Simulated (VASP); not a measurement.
# AlN (P4/nmm) in VASP: further runs

Runs on AlN. Level: PBE. Tasks: single point.

All numbers are computed with VASP 6.6.1; they aren't measurements. Logs are shortened: lines on timing, memory, paths and dates and some standing lists are left out, and cuts for length are marked.

## Step 1: The cell of the first run

It takes space group P4/nmm (No. 129, tetragonal). The conventional cell has a = 2.878 Å, b = 2.878 Å, c = 4.071 Å, α = 90.00°, β = 90.00°, γ = 90.00°. Al (site symmetry 4mm) has 6 N at 1.96 to 2.11 Å within 2.6 Å. Within 2.6 Å of N (site symmetry 4mm) lie 6 Al at 1.96 to 2.11 Å.

## Step 2: Single point, PBE (mode 10 frozen in at +0.000 Å and mode 12 at -0.077 Å (largest displacements))

Input file INCAR:

```
SYSTEM = AlN
PREC = Accurate
ENCUT = 600
EDIFF = 1E-6
ISMEAR = 0
SIGMA = 0.05
LREAL = .FALSE.
LASPH = .TRUE.
NELM = 120
ALGO = Normal
ISIF = 2
LWAVE = .FALSE.
LCHARG = .FALSE.
GGA = PE
NBANDS = 16
GGA_COMPAT = .FALSE.
```

Input file KPOINTS:

```
Automatic mesh
0
G
  8 8 6
  0 0 0
```

Input file POSCAR:

```
AlN
1.0
    0.0000000000     -2.0353166207     -2.0353166207
    0.0000000000      2.0353166207     -2.0353166207
    4.0706332413      0.0000000000      0.0000000000
Al N
2 2
Direct
    0.5000000000      0.5000000000      0.0000346378
    0.0000000000      0.0000000000      0.4999653622
    0.5000000000      0.5000000000      0.4810840242
    0.0000000000      1.0000000000      0.0189159758
```

Potentials or basis: VASP PAW PBE potentials, release 64 (Al, N).

Started as:

```
$ cat potpaw_PBE.64/Al/POTCAR potpaw_PBE.64/N/POTCAR > POTCAR
$ mpirun -np 1 vasp_std > vasp.out
```

OUTCAR:

```text
SYSTEM = AlN
   PREC = Accurate
   ENCUT = 600
   EDIFF = 1E-6
   ISMEAR = 0
   LREAL = .FALSE.
   LASPH = .TRUE.
   NELM = 120
   ISIF = 2
   GGA = PE

 ion  position               nearest neighbor table
   1  0.500  0.500  0.000-   3 1.96   4 2.04   4 2.04   4 2.04   4 2.04   3 2.11   2 2.88   2 2.88
                             2 2.88   2 2.88   2 2.88   2 2.88   2 2.88   2 2.88
   2  0.000  0.000  0.500-   4 1.96   3 2.04   3 2.04   3 2.04   3 2.04   4 2.11   1 2.88   1 2.88
                             1 2.88   1 2.88   1 2.88   1 2.88   1 2.88   1 2.88
   3  0.500  0.500  0.481-   1 1.96   2 2.04   2 2.04   2 2.04   2 2.04   1 2.11
   4  0.000  0.000  0.019-   2 1.96   1 2.04   1 2.04   1 2.04   1 2.04   2 2.11

  LATTYP: Found a simple tetragonal cell.
 ALAT       =     2.8783723687
 C/A-ratio  =     1.4142135623

  Lattice vectors:

 A1 = (   0.0000000000,  -2.0353166207,  -2.0353166207)
 A2 = (   0.0000000000,   2.0353166207,  -2.0353166207)
 A3 = (   4.0706332413,   0.0000000000,   0.0000000000)

Analysis of symmetry for initial positions (statically):
=====================================================================
 Subroutine PRICEL returns:
 Original cell was already a primitive cell.

 Routine SETGRP: Setting up the symmetry group for a
 simple tetragonal supercell.

 Subroutine GETGRP returns: Found 16 space group operations
 (whereof  8 operations were pure point group operations)
 out of a pool of 16 trial point group operations.

The static configuration has the point symmetry C_4v.
 The point group associated with its full space group is D_4h.

Analysis of symmetry for dynamics (positions and initial velocities):
=====================================================================
 Subroutine PRICEL returns:
 Original cell was already a primitive cell.

 Routine SETGRP: Setting up the symmetry group for a
 simple tetragonal supercell.

 Subroutine GETGRP returns: Found 16 space group operations
 (whereof  8 operations were pure point group operations)
 out of a pool of 16 trial point group operations.

The dynamic configuration has the point symmetry C_4v.
 The point group associated with its full space group is D_4h.

 Subroutine INISYM returns: Found 16 space group operations
 (whereof  8 operations are pure point group operations),
 and found     1 'primitive' translations

----------------------------------------------------------------------------------------

                                     Primitive cell

  volume of cell :      33.7253

  direct lattice vectors                    reciprocal lattice vectors
     0.000000000 -2.035316621 -2.035316621     0.000000000 -0.245662024 -0.245662024
     0.000000000  2.035316621 -2.035316621     0.000000000  0.245662024 -0.245662024
     4.070633241  0.000000000  0.000000000     0.245662024  0.000000000  0.000000000

  length of vectors
     2.878372369  2.878372369  4.070633241     0.347418566  0.347418566  0.245662024

  position of ions in fractional coordinates (direct lattice)
     0.500000000  0.500000000  0.000034638
     0.000000000  0.000000000  0.499965362
     0.500000000  0.500000000  0.481084024
     0.000000000  0.000000000  0.018915976

  ion indices of the primitive-cell ions
   primitive index   ion index
                 1           1
                 2           2
                 3           3
                 4           4

----------------------------------------------------------------------------------------

 KPOINTS: Automatic mesh

Automatic generation of k-mesh.
 Grid dimensions read from file:
 generate k-points for:    8    8    6

 Generating k-lattice:

  Cartesian coordinates                     Fractional coordinates (reciprocal lattice)
     0.000000000 -0.030707753 -0.030707753     0.125000000  0.000000000  0.000000000
     0.000000000  0.030707753 -0.030707753     0.000000000  0.125000000  0.000000000
     0.040943671  0.000000000  0.000000000     0.000000000  0.000000000  0.166666667

  Length of vectors
     0.043427321  0.043427321  0.040943671

  Shift w.r.t. Gamma in fractional coordinates (k-lattice)
     0.000000000  0.000000000  0.000000000

 Subroutine IBZKPT returns following result:
 ===========================================

 Found     60 irreducible k-points:

 Following reciprocal coordinates:
            Coordinates               Weight
  0.000000  0.000000  0.000000      1.000000
  0.125000  0.000000  0.000000      4.000000
  0.250000  0.000000  0.000000      4.000000
  0.375000  0.000000  0.000000      4.000000
  0.500000  0.000000  0.000000      2.000000
  0.125000  0.125000  0.000000      4.000000
[... 16 lines left out ...]
  0.375000  0.125000  0.166667     16.000000
  0.500000  0.125000  0.166667      8.000000
 [... further k-points ...]
   k-points           NKPTS =     60   k-points in BZ     NKDIM =     60   number of bands    NBANDS=     16
   number of dos      NEDOS =    301   number of ions     NIONS =      4
   total plane-waves  NPLWV =  20736
   dimension x,y,z NGX =    24 NGY =   24 NGZ =   36
   dimension x,y,z NGXF=    48 NGYF=   48 NGZF=   72
   ions per type =               2   2
   NGX,Y,Z   is equivalent  to a cutoff of  13.86, 13.86, 14.70 a.u.
   NGXF,Y,Z  is equivalent  to a cutoff of  27.72, 27.72, 29.41 a.u.
 SYSTEM =  AlN
   PREC   = accura    normal or accurate (medium, high low for compatibility)
   ISTART =      0    job   : 0-new  1-cont  2-samecut
   ICHARG =      2    charge: 1-file 2-atom 10-const
   ISPIN  =      1    spin polarized calculation?
   LNONCOLLINEAR =      F non collinear calculations
   LSORBIT =      F    spin-orbit coupling
   LASPH  =      T    aspherical Exc in radial PAW
   ENCUT  =  600.0 eV  44.10 Ry    6.64 a.u.   5.75  5.75  8.13*2*pi/ulx,y,z
   NELM   =    120;   NELMIN=  2; NELMDL= -5     # of ELM steps
   EDIFF  = 0.1E-05   stopping-criterion for ELM
   LREAL  =      F    real-space projection
   EDIFFG = 0.1E-04   stopping-criterion for IOM
   NSW    =      0    number of steps for IOM
   IBRION =     -1    ionic relax: 0-MD 1-quasi-New 2-CG
   NFREE  =      0    steps in history (QN), initial steepest desc. (CG)
   ISIF   =      2    stress and relaxation
   ISYM   =      2    0-nonsym 1-usesym 2-fastsym
   POTIM  = 0.5000    time-step for ionic-motion
   TEBEG  =    0.0;   TEEND  =   0.0 temperature during run
   PSTRESS=    0.0 pullay stress
   NELECT =      16.0000    total number of electrons
   NUPDOWN=      -1.0000    fix difference up-down
   EMIN   =  10.00;   EMAX   =-10.00  energy-range for DOS
   EFERMI =   0.00;   METHOD = LEGACY
   ISMEAR =     0;   SIGMA  =   0.05  broadening in eV -4-tet -1-fermi 0-gaus
   EFERMI_NEDOS =   21; number of points for ismear=-14 and -15
   IALGO  =     38    algorithm
   IMIX   =      4    mixing-type and parameters
     AMIX     =   0.40;   BMIX     =  1.00
     AMIX_MAG =   1.60;   BMIX_MAG =  1.00
  volume/ion in A,a.u.               =       8.43        56.90
  Fermi-wavevector in a.u.,A,eV,Ry     =   1.276820  2.412839 22.181144  1.630268
  Thomas-Fermi vector in A             =   2.409454
   LORBIT       =      0    0 simple, 1 ext, 2 COOP (PROOUT), +10 PAW based schemes
   GGA     = PE    functional components
   LHFCALC =     F    Hartree Fock is set to
   AEXX    =    0.0000 exact exchange contribution
   IVDW    =     0    specifies the selected vdW correction
   LEPSILON=     F    determine dielectric tensor
   LRPA    =     F    only Hartree local field effects (RPA)
 non-spin polarized calculation
 Gauss-broadening in eV      SIGMA  =   0.05
  energy-cutoff  :      600.00
  volume of cell :       33.73
 maximum number of plane-waves:      1176
 NGX is ok and might be reduce to    24
   NGX = 11   NGY = 11   NGZ = 17

 number of electron      15.9999996 magnetization

 Free energy of the ion-electron system (eV)
  ---------------------------------------------------
  ext. energy  EPLUGINS =         0.00000000
  ---------------------------------------------------
  free energy    TOTEN  =       -28.94452267 eV

  energy without entropy =      -28.94452267  energy(sigma->0) =      -28.94452267

 E-fermi :   9.9685     XC(G=0): -12.1902

 val. band max:        9.7444060029   @ k =   0.0000   0.0000   0.0000
 cond. band min:      14.1000047535   @ k =   0.5000   0.5000   0.0000
 fundamental gap:      4.3555987506
 Fermi energy:         9.9685240199

 k-point     1 :       0.0000    0.0000    0.0000
  band No.  band energies     occupation
      1      -7.6851      2.00000
      2      -3.5019      2.00000
      3       2.4543      2.00000
      4       6.9400      2.00000
      5       6.9400      2.00000
      6       9.5628      2.00000
[... 8 lines left out ...]
     15      23.2717      0.00000
     16      26.8311      0.00000

 k-point     2 :       0.1250    0.0000    0.0000
  band No.  band energies     occupation
      1      -7.4754      2.00000
      2      -3.4687      2.00000
      3       2.6688      2.00000
      4       5.9265      2.00000
      5       7.0708      2.00000
      6       8.7799      2.00000
[... 8 lines left out ...]
     15      23.0887      0.00000
     16      25.0638      0.00000

 k-point     3 :       0.2500    0.0000    0.0000
  band No.  band energies     occupation
      1      -6.8654      2.00000
      2      -3.4939      2.00000
      3       3.3021      2.00000
      4       4.3150      2.00000
      5       6.9236      2.00000
      6       7.4436      2.00000
[... 8 lines left out ...]
     15      23.1177      0.00000
     16      23.1574      0.00000

 k-point     4 :       0.3750    0.0000    0.0000
  band No.  band energies     occupation
      1      -5.9261      2.00000
      2      -3.9049      2.00000
      3       3.4878      2.00000
      4       4.3142      2.00000
      5       5.1421      2.00000
      6       7.1273      2.00000
[... 8 lines left out ...]
     15      22.2045      0.00000
     16      22.7531      0.00000
[... 324 lines left out ...]
 k-point    22 :       0.2500    0.1250    0.1667
  band No.  band energies     occupation
      1      -6.5013      2.00000
      2      -3.7044      2.00000
      3       3.1832      2.00000
      4       5.0883      2.00000
      5       6.0165      2.00000
      6       6.9281      2.00000
[... 8 lines left out ...]
     15      22.6146      0.00000
     16      23.6502      0.00000

 k-point    23 :       0.3750    0.1250    0.1667
  band No.  band energies     occupation
      1      -5.6064      2.00000
      2      -3.8809      2.00000
      3       2.7532      2.00000
      4       4.3165      2.00000
      5       5.4858      2.00000
      6       7.4362      2.00000
[... 8 lines left out ...]
     15      22.6952      0.00000
     16      23.0788      0.00000

 k-point    24 :       0.5000    0.1250    0.1667
  band No.  band energies     occupation
      1      -4.6057      2.00000
      2      -4.6057      2.00000
      3       3.0871      2.00000
      4       3.0871      2.00000
      5       6.5602      2.00000
      6       6.5602      2.00000
[... 8 lines left out ...]
     15      22.8195      0.00000
     16      22.8195      0.00000

 [... further k-points ...]
[... 5 lines left out ...]
  --------------------------------------------------------------------------------------
  -------------------------------------------------------------------------------------
  Total        0.4971043      0.0697317      0.0697317      0.0000000      0.0000000      0.0000000
  in kB       23.6157750      3.3127233      3.3127233      0.0000000      0.0000000      0.0000000
  external PRESSURE =      10.0804072 kB  Pullay stress =       0.0000000 kB

 VOLUME and BASIS-vectors are now :
 -----------------------------------------------------------------------------
  energy-cutoff  :      600.00
  volume of cell :       33.73
      direct lattice vectors                 reciprocal lattice vectors
     0.000000000 -2.035316621 -2.035316621     0.000000000 -0.245662024 -0.245662024
     0.000000000  2.035316621 -2.035316621     0.000000000  0.245662024 -0.245662024
     4.070633241  0.000000000  0.000000000     0.245662024  0.000000000  0.000000000

 POSITION                                       TOTAL-FORCE (eV/Angst)
 -----------------------------------------------------------------------------------
      0.00014      0.00000     -2.03532        -0.034597      0.000000     -0.000000
      2.03518      0.00000      0.00000         0.034597     -0.000000      0.000000
      1.95832      0.00000     -2.03532         1.969339      0.000000      0.000000
      0.07700      0.00000      0.00000        -1.969339     -0.000000     -0.000000
 -----------------------------------------------------------------------------------
    total drift:                                0.000000     -0.000000      0.000000

  FREE ENERGIE OF THE ION-ELECTRON SYSTEM (eV)
  ---------------------------------------------------
  free  energy   TOTEN  =       -28.9445226736 eV

  energy  without entropy=      -28.9445226736  energy(sigma->0) =      -28.94452267
```

Wall time 17 s (1 thread of Intel Xeon 6975P-C, shared host); peak memory 0.17 GiB.

Results:

```
Free energy            : -28.9445 eV
Pressure               : 1.0 GPa
Largest force          : 1.969 eV/Å
Band gap on the k mesh : 4.36 eV
```

Forces in eV/Å, atoms in the order of the input:
```
Al  -0.035  0.000  0.000
Al   0.035  0.000  0.000
N    1.969  0.000  0.000
N   -1.969  0.000  0.000
```

Stress tensor (GPa, compression positive):
```
2.36 0.00 0.00
0.00 0.33 0.00
0.00 0.00 0.33
```

Levels at points of the mesh, in eV from the valence-band top:
```
           k point  band 5  band 6  band 7  band 8  band 9  band 10  band 11  band 12
(0.00, 0.00, 0.00)   -2.80   -0.18    0.00    0.00    4.52     5.23     5.30    11.95
(0.50, 0.00, 0.00)   -4.09   -4.09   -1.13   -1.13    8.19     8.19     9.04     9.04
(0.50, 0.50, 0.00)   -2.80   -2.80   -2.74   -2.74    4.36     4.36     5.20     5.20
(0.00, 0.00, 0.50)   -1.90   -1.90   -1.35   -1.35    7.25     7.39     7.50     7.71
(0.50, 0.00, 0.50)   -1.08   -1.08   -1.07   -1.07    5.85     5.85    10.54    10.54
(0.50, 0.50, 0.50)   -5.33   -5.33   -3.91   -3.91    7.77     7.77     9.62     9.62
```

Caveat: the cell differs from its parent crystal (mode 10 frozen in at +0.000 Å and mode 12 at -0.077 Å (largest displacements)); forces of over 1 eV/Å act on the atoms, so gaps and moduli don't describe the material at rest.

(Part 1 of 2 ends here.)
